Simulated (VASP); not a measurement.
# Be (Fd-3m) in VASP: further runs

Be is run at these levels: PBE, HSE06; tasks: single point.

Everything below comes from runs of VASP 6.6.1. Logs are shortened: lines on timing, memory, paths and dates and some standing lists are left out, and cuts for length are marked.

### 1 The cell of the first run

The structure is cubic, space group Fd-3m (No. 227). The conventional cell has a = 4.899 Å, b = 4.899 Å, c = 4.899 Å, α = 90.00°, β = 90.00°, γ = 90.00°. Within 2.8 Å of Be (site symmetry -43m) lie 4 Be at 2.12 Å.

This isn't the form of Be at room conditions, which is hcp.

### 2 Single point, PBE

INCAR

```
PREC = Accurate ; ENCUT = 520
EDIFF = 1E-6 ; ISMEAR = -1
SIGMA = 0.1 ; LREAL = False
LASPH = True ; NELM = 80
ALGO = Normal ; ISIF = 2
LWAVE = False ; LCHARG = False
GGA = PE ; NBANDS = 9
```

KPOINTS

```
regular mesh
0
Gamma
  6 6 6
```

POSCAR

```
Be
1.0
    0.0000000000      2.4494676939      2.4494676939
    2.4494676939      0.0000000000      2.4494676939
    2.4494676939      2.4494676939      0.0000000000
Be
2
Direct
    0.1250000000      0.1250000000      0.1250000000
    0.8750000000      0.8750000000      0.8750000000
```

Potentials or basis: VASP PAW PBE potentials, release 64 (Be).

On the command line:

```console
cat potpaw_PBE.64/Be/POTCAR > POTCAR
mpirun -np 1 vasp_std > vasp.out
```

OUTCAR:

```text
PREC = Accurate
   ENCUT = 520
   EDIFF = 1E-6
   ISMEAR = -1
   LREAL = False
   LASPH = True
   NELM = 80
   ISIF = 2
   GGA = PE

 ion  position               nearest neighbor table
   1  0.125  0.125  0.125-   2 2.12   2 2.12   2 2.12   2 2.12
   2  0.875  0.875  0.875-   1 2.12   1 2.12   1 2.12   1 2.12

  LATTYP: Found a face centered cubic cell.
 ALAT       =     4.8989353878

  Lattice vectors:

 A1 = (   0.0000000000,   2.4494676939,   2.4494676939)
 A2 = (   2.4494676939,   0.0000000000,   2.4494676939)
 A3 = (   2.4494676939,   2.4494676939,   0.0000000000)

Analysis of symmetry for initial positions (statically):
=====================================================================
 Subroutine PRICEL returns:
 Original cell was already a primitive cell.

 Routine SETGRP: Setting up the symmetry group for a
 face centered cubic supercell.

 Subroutine GETGRP returns: Found 48 space group operations
 (whereof 12 operations were pure point group operations)
 out of a pool of 48 trial point group operations.

The static configuration has the point symmetry D_3d.
 The point group associated with its full space group is O_h .

Analysis of symmetry for dynamics (positions and initial velocities):
=====================================================================
 Subroutine PRICEL returns:
 Original cell was already a primitive cell.

 Routine SETGRP: Setting up the symmetry group for a
 face centered cubic supercell.

 Subroutine GETGRP returns: Found 48 space group operations
 (whereof 12 operations were pure point group operations)
 out of a pool of 48 trial point group operations.

The dynamic configuration has the point symmetry D_3d.
 The point group associated with its full space group is O_h .

 Subroutine INISYM returns: Found 48 space group operations
 (whereof 12 operations are pure point group operations),
 and found     1 'primitive' translations

----------------------------------------------------------------------------------------

                                     Primitive cell

  volume of cell :      29.3931

  direct lattice vectors                    reciprocal lattice vectors
     0.000000000  2.449467694  2.449467694    -0.204125983  0.204125983  0.204125983
     2.449467694  0.000000000  2.449467694     0.204125983 -0.204125983  0.204125983
     2.449467694  2.449467694  0.000000000     0.204125983  0.204125983 -0.204125983

  length of vectors
     3.464070433  3.464070433  3.464070433     0.353556573  0.353556573  0.353556573

  position of ions in fractional coordinates (direct lattice)
     0.125000000  0.125000000  0.125000000
     0.875000000  0.875000000  0.875000000

  ion indices of the primitive-cell ions
   primitive index   ion index
                 1           1
                 2           2

----------------------------------------------------------------------------------------

 KPOINTS: regular mesh

Automatic generation of k-mesh.
 Grid dimensions read from file:
 generate k-points for:    6    6    6

 Generating k-lattice:

  Cartesian coordinates                     Fractional coordinates (reciprocal lattice)
    -0.034020997  0.034020997  0.034020997     0.166666667  0.000000000  0.000000000
     0.034020997 -0.034020997  0.034020997     0.000000000  0.166666667  0.000000000
     0.034020997  0.034020997 -0.034020997     0.000000000  0.000000000  0.166666667

  Length of vectors
     0.058926096  0.058926096  0.058926096

  Shift w.r.t. Gamma in fractional coordinates (k-lattice)
     0.000000000  0.000000000  0.000000000

 Subroutine IBZKPT returns following result:
 ===========================================

 Found     16 irreducible k-points:

 Following reciprocal coordinates:
            Coordinates               Weight
  0.000000  0.000000  0.000000      1.000000
  0.166667  0.000000  0.000000      8.000000
  0.333333  0.000000  0.000000      8.000000
  0.500000  0.000000  0.000000      4.000000
  0.166667  0.166667  0.000000      6.000000
  0.333333  0.166667  0.000000     24.000000
[... 8 lines left out ...]
 -0.333333  0.333333  0.166667     24.000000
 -0.333333  0.500000  0.166667     12.000000
   k-points           NKPTS =     16   k-points in BZ     NKDIM =     16   number of bands    NBANDS=      9
   number of dos      NEDOS =    301   number of ions     NIONS =      2
   total plane-waves  NPLWV =  21952
   dimension x,y,z NGX =    28 NGY =   28 NGZ =   28
   dimension x,y,z NGXF=    56 NGYF=   56 NGZF=   56
   ions per type =               2
   NGX,Y,Z   is equivalent  to a cutoff of  13.44, 13.44, 13.44 a.u.
   NGXF,Y,Z  is equivalent  to a cutoff of  26.88, 26.88, 26.88 a.u.
 SYSTEM =  unknown system
   PREC   = accura    normal or accurate (medium, high low for compatibility)
   ISTART =      0    job   : 0-new  1-cont  2-samecut
   ICHARG =      2    charge: 1-file 2-atom 10-const
   ISPIN  =      1    spin polarized calculation?
   LNONCOLLINEAR =      F non collinear calculations
   LSORBIT =      F    spin-orbit coupling
   LASPH  =      T    aspherical Exc in radial PAW
   ENCUT  =  520.0 eV  38.22 Ry    6.18 a.u.   6.44  6.44  6.44*2*pi/ulx,y,z
   NELM   =     80;   NELMIN=  2; NELMDL= -5     # of ELM steps
   EDIFF  = 0.1E-05   stopping-criterion for ELM
   LREAL  =      F    real-space projection
[... 7 lines left out ...]
   TEBEG  =    0.0;   TEEND  =   0.0 temperature during run
   PSTRESS=    0.0 pullay stress
   NELECT =       4.0000    total number of electrons
   NUPDOWN=      -1.0000    fix difference up-down
   EMIN   =  10.00;   EMAX   =-10.00  energy-range for DOS
   EFERMI =   0.00;   METHOD = LEGACY
   ISMEAR =    -1;   SIGMA  =   0.10  broadening in eV -4-tet -1-fermi 0-gaus
   EFERMI_NEDOS =   21; number of points for ismear=-14 and -15
   IALGO  =     38    algorithm
   IMIX   =      4    mixing-type and parameters
     AMIX     =   0.40;   BMIX     =  1.00
     AMIX_MAG =   1.60;   BMIX_MAG =  1.00
  volume/ion in A,a.u.               =      14.70        99.18
  Fermi-wavevector in a.u.,A,eV,Ry     =   0.842067  1.591275  9.647567  0.709076
  Thomas-Fermi vector in A             =   1.956713
   LORBIT       =      0    0 simple, 1 ext, 2 COOP (PROOUT), +10 PAW based schemes
   GGA     = PE    functional components
   LHFCALC =     F    Hartree Fock is set to
   AEXX    =    0.0000 exact exchange contribution
   IVDW    =     0    specifies the selected vdW correction
   LEPSILON=     F    determine dielectric tensor
   LRPA    =     F    only Hartree local field effects (RPA)
 non-spin polarized calculation
  energy-cutoff  :      520.00
  volume of cell :       29.39
 maximum number of plane-waves:       805
 NGX is ok and might be reduce to    28
   NGX = 13   NGY = 13   NGZ = 13

 number of electron       4.0000000 magnetization

 Free energy of the ion-electron system (eV)
  ---------------------------------------------------
  ext. energy  EPLUGINS =         0.00000000
  ---------------------------------------------------
  free energy    TOTEN  =        -4.23140093 eV

  energy without entropy =       -4.18260650  energy(sigma->0) =       -4.20700372

 E-fermi :   1.7533     XC(G=0):  -8.5449

 val. band max:        1.6811845769   @ k =   0.5000   0.3333   0.1667
 cond. band min:       1.8958772395   @ k =   0.5000   0.3333   0.1667
 fundamental gap:      0.2146926626
 Fermi energy:         1.7532575506

 k-point     1 :       0.0000    0.0000    0.0000
  band No.  band energies     occupation
      1      -5.5078      2.00000
      2       6.5401      0.00000
      3       6.5401      0.00000
      4       6.5401      0.00000
      5       9.0711      0.00000
      6       9.0711      0.00000
      7       9.0711      0.00000
      8      15.7777      0.00000
      9      16.1386      0.00000

 k-point     2 :       0.1667    0.0000    0.0000
  band No.  band energies     occupation
      1      -5.0903      2.00000
      2       4.1779      0.00000
      3       5.8472      0.00000
      4       5.8472      0.00000
      5       9.9613      0.00000
      6       9.9613      0.00000
      7      10.5469      0.00000
      8      15.0082      0.00000
      9      16.1405      0.00000

 k-point     3 :       0.3333    0.0000    0.0000
  band No.  band energies     occupation
      1      -3.8458      2.00000
      2       0.9565      1.99931
      3       5.0777      0.00000
      4       5.0777      0.00000
      5      10.4070      0.00000
      6      10.4070      0.00000
      7      11.7313      0.00000
      8      14.0527      0.00000
      9      16.9406      0.00000

 k-point     4 :       0.5000    0.0000    0.0000
  band No.  band energies     occupation
      1      -1.8930      2.00000
      2      -1.7103      2.00000
      3       4.8094      0.00000
      4       4.8094      0.00000
      5      10.2324      0.00000
      6      10.2324      0.00000
      7      12.1292      0.00000
      8      13.6969      0.00000
      9      18.5350      0.00000
[... 109 lines left out ...]
 k-point    14 :       0.5000    0.3333    0.1667
  band No.  band energies     occupation
      1      -2.7542      2.00000
      2       1.6812      1.34554
      3       1.8959      0.38738
      4       3.4136      0.00000
      5      10.1752      0.00000
      6      10.4746      0.00000
      7      13.0690      0.00000
      8      14.8396      0.00000
      9      17.3890      0.00000

 k-point    15 :      -0.3333    0.3333    0.1667
  band No.  band energies     occupation
      1      -0.9447      2.00000
      2      -0.5753      2.00000
      3       1.9112      0.34173
      4       2.5771      0.00053
      5      10.0808      0.00000
      6      11.6121      0.00000
      7      14.3553      0.00000
      8      14.5667      0.00000
      9      15.8729      0.00000

 k-point    16 :      -0.3333    0.5000    0.1667
  band No.  band energies     occupation
      1      -0.1672      2.00000
      2      -0.1672      2.00000
      3       1.4328      1.92198
      4       1.4328      1.92198
      5      10.0118      0.00000
      6      10.0118      0.00000
      7      14.9949      0.00000
      8      14.9949      0.00000
      9      18.8268      0.00000

------------------------ aborting loop because EDIFF is reached ----------------------------------------

  FORCE on cell =-STRESS in cart. coord.  units (eV):
  Direction    XX          YY          ZZ          XY          YZ          ZX
  --------------------------------------------------------------------------------------
  -------------------------------------------------------------------------------------
  Total       -0.0209449     -0.0209449     -0.0209449     -0.0000000     -0.0000000      0.0000000
  in kB       -1.1416782     -1.1416782     -1.1416782     -0.0000000     -0.0000000      0.0000000
  external PRESSURE =      -1.1416782 kB  Pullay stress =       0.0000000 kB

 VOLUME and BASIS-vectors are now :
 -----------------------------------------------------------------------------
  energy-cutoff  :      520.00
  volume of cell :       29.39
      direct lattice vectors                 reciprocal lattice vectors
     0.000000000  2.449467694  2.449467694    -0.204125983  0.204125983  0.204125983
     2.449467694  0.000000000  2.449467694     0.204125983 -0.204125983  0.204125983
     2.449467694  2.449467694  0.000000000     0.204125983  0.204125983 -0.204125983

 POSITION                                       TOTAL-FORCE (eV/Angst)
 -----------------------------------------------------------------------------------
      0.61237      0.61237      0.61237        -0.000000     -0.000000     -0.000000
      4.28657      4.28657      4.28657         0.000000      0.000000      0.000000
 -----------------------------------------------------------------------------------
    total drift:                               -0.000000     -0.000000     -0.000000

  FREE ENERGIE OF THE ION-ELECTRON SYSTEM (eV)
  ---------------------------------------------------
  free  energy   TOTEN  =        -4.2314009280 eV

  energy  without entropy=       -4.1826065035  energy(sigma->0) =       -4.20700372
```

It took 8.9 s on 1 thread of Intel Xeon 8259CL, shared host; peak memory 0.14 GiB.

What came out:

```yaml
Free_energy: -4.2314 eV
Pressure: -0.1 GPa
Band_gap_on_the_k_mesh: zero (bands 2 and 3 overlap by 6.02 eV)
```

Levels at points of the mesh, in eV from the Fermi level:
```csv
k point,band 1,band 2,band 3,band 4,band 5,band 6,band 7
"(0.00, 0.00, 0.00)",-7.26,4.79,4.79,4.79,7.32,7.32,7.32
"(0.50, 0.00, 0.00)",-3.65,-3.46,3.06,3.06,8.48,8.48,10.38
"(0.50, 0.50, 0.00)",-2.37,-2.37,0.77,0.77,6.22,6.22,15.22
```

Caveat: the k points lie up to 0.37 Å⁻¹ apart, too coarse for converged energies and pressures of a metal.

### 3 Single point, HSE06

POSCAR is that of step 2.

INCAR.step1

```
PREC     = Accurate       # precision mode
ENCUT    = 520            # plane-wave cutoff, eV
EDIFF    = 1E-5           # SCF threshold, eV
ISMEAR   = -1             # smearing method
SIGMA    = 0.1            # smearing width, eV
LREAL    = F              # projectors in reciprocal space
LASPH    = T              # aspherical terms in the spheres
NELM     = 80             # most SCF steps
ALGO     = Normal         # electronic algorithm
ISIF     = 2              # what is computed and relaxed
LWAVE    = T              # write WAVECAR
GGA      = PE             # functional
NBANDS   = 9              # bands
```

INCAR.step2

```
PREC     = Accurate       # precision mode
ENCUT    = 520            # plane-wave cutoff, eV
EDIFF    = 1E-6           # SCF threshold, eV
ISMEAR   = -1             # smearing method
SIGMA    = 0.1            # smearing width, eV
LREAL    = F              # projectors in reciprocal space
LASPH    = T              # aspherical terms in the spheres
NELM     = 80             # most SCF steps
ALGO     = Normal         # electronic algorithm
ISIF     = 2              # what is computed and relaxed
LWAVE    = F              # write WAVECAR
LCHARG   = T              # write CHGCAR
GGA      = PE             # functional
LHFCALC  = T              # exact exchange
HFSCREEN = 0.2079         # screening, 1/A
PRECFOCK = Normal       
LELF     = T              # ELF
LVHAR    = T            
ISTART   = 1            
NBANDS   = 9              # bands
```

KPOINTS is that of step 2.

Potentials or basis: VASP PAW PBE potentials, release 64 (Be).

On the command line:

```console
cat potpaw_PBE.64/Be/POTCAR > POTCAR
cp INCAR.step1 INCAR
mpirun -np 1 vasp_std > vasp.out
cp INCAR.step2 INCAR
mpirun -np 1 vasp_std > vasp.out
```

Wall time 8.9 min (1 thread of Intel Xeon 8259CL, shared host); peak memory 0.25 GiB.

The run converged. Its results:

* Free energy: -4.0527 eV
* Pressure: 0.1 GPa
* Band gap on the k mesh: zero (bands 2 and 3 overlap by 6.98 eV)

Levels at points of the mesh, in eV from the Fermi level:
```
           k point  band 1  band 2  band 3  band 4  band 5  band 6  band 7
(0.00, 0.00, 0.00)   -8.65    5.53    5.53    5.53    8.06    8.06    8.06
(0.50, 0.00, 0.00)   -4.46   -4.10    3.64    3.64    9.17    9.17   11.07
(0.50, 0.50, 0.00)   -2.89   -2.89    0.97    0.97    6.61    6.61   16.40
```

Caveat: the k points lie up to 0.37 Å⁻¹ apart, too coarse for converged energies and pressures of a metal; the PAW data sets were made with another functional, which shifts forces and pressure a little.
